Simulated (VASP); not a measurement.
Crystal: CsBr.

```xyz
2
Lattice="4.3194 0.0000 0.0000 0.0000 4.3194 0.0000 0.0000 0.0000 4.3194" Properties=species:S:1:pos:R:3 pbc="T T T"
Cs    0.0000    0.0000    0.0000
Br    2.1597    2.1597    2.1597
```

Base run:

| Property | Result |
| --- | --- |
| Program | VASP 6.6.1 |
| Functional | PBE-based screened hybrid |
| Potentials or basis | VASP PAW PBE potentials, release 64 (Cs_sv, Br) |
| Cutoff | 400 eV |
| k mesh | 4 × 4 × 4 |
| Occupations | gaussian, width 0.01 eV |
| Spin | no spin polarisation |

Its results: band gap on the k mesh 4.99 eV, indirect (least direct gap 5.00 eV); pressure 0.5 GPa.

**Question.** The run is repeated on the same cell with these changes: share of exact exchange from 0.15 to 0.5; screening parameter from 0.3 1/Å to 0.5 1/Å. What comes out?

**Answer.** Band gap on the k mesh 5.64 eV, indirect (the least direct gap lies 1.2 meV higher); pressure 0.1 GPa.

Caveats: the PAW data sets were made with another functional, which shifts forces and pressure a little; spin-orbit coupling is left out, which moves the levels of the heavy elements.

